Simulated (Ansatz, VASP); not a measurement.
**One calculation of Nb4H, two programs**

```
Nb H
1.0
     2.92702    0.00000    0.00000
     0.00000    4.13943    0.00000
     0.00000    0.00000   21.25767
Nb H
4 1
Direct
  0.50000 0.50000 0.18817
  0.00000 0.00000 0.25701
  0.50000 0.50000 0.33064
  0.00000 0.00000 0.38846
  0.00000 0.33333 0.43126
```

Alike in both runs: task single point; functional LDA; k mesh 9 × 7 × 1; occupations gaussian, width 0.1 eV; no spin polarisation.

|  | VASP | Ansatz |
| --- | --- | --- |
| version | VASP 6.6.1 | Ansatz 0.2.0 |
| potentials or method | VASP PAW LDA potentials, release 64 (Nb_sv, H), cutoff 520 eV | scalar-relativistic, plane waves, PAW |
| valence electrons in the cell | 53 | 53 |

```csv
,VASP,Ansatz,Ansatz less VASP
gap on the k mesh at the Fermi level (eV),none,none,-
rms of the force components (eV/Å),1.034,1.031,-0.0022
"work function, face that differs most (eV)",4.47,4.47,-0.009
```

LDA's correlation is that of Perdew and Zunger in VASP and of Perdew and Wang (1992) in Ansatz. Atom by atom the forces differ by 0.002 eV/Å (rms over components). A gap of «none» marks a metal or a gap that the smearing closes.
